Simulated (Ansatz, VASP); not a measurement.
One calculation of Ta2N, two programs

```xyz
9
Lattice="5.2966 0.0000 0.0000 -2.6483 4.5870 0.0000 0.0000 0.0000 4.9392" Properties=species:S:1:pos:R:3 pbc="T T T"
Ta    1.7647    3.0566    3.7223
Ta   -0.8836    1.5304    3.7223
Ta    1.7671    0.0000    3.7223
Ta    0.8836    1.5304    1.2169
Ta   -1.7647    3.0566    1.2169
Ta    3.5294    0.0000    1.2169
N     2.6483    1.5290    2.4696
N     0.0000    3.0580    2.4696
N     0.0000    0.0000    0.0000
```

Alike in both runs: task single point; functional PBE; k mesh 6 × 6 × 6; occupations gaussian, width 0.05 eV; no spin polarisation.

|  | VASP | Ansatz |
| --- | --- | --- |
| version | VASP 6.6.1 | Ansatz 0.2.0 |
| potentials or method | VASP PAW PBE potentials, release 64 (Ta_pv, N), cutoff 520 eV | scalar-relativistic, plane waves, PAW |
| valence electrons in the cell | 81 | 93 |

```tsv
	VASP	Ansatz	Ansatz less VASP
gap on the k mesh at the Fermi level (eV)	none	none	-
pressure (GPa)	3.3	2.8	-0.47
traceless stress, the component that is largest in VASP (GPa)	0.57	0.60	+0.020
rms of the force components (eV/Å)	0.034	0.041	+0.0071
```

Atom by atom the forces differ by 0.007 eV/Å (rms over components). A gap of «none» marks a metal or a gap that the smearing closes. With one functional, cell and mesh, what is left measures potentials, basis and numerics. VASP's potentials hold 81 valence electrons a cell and Ansatz's 93, so a difference there can come from the potentials and not from the codes.

Neither program's run includes spin-orbit coupling.
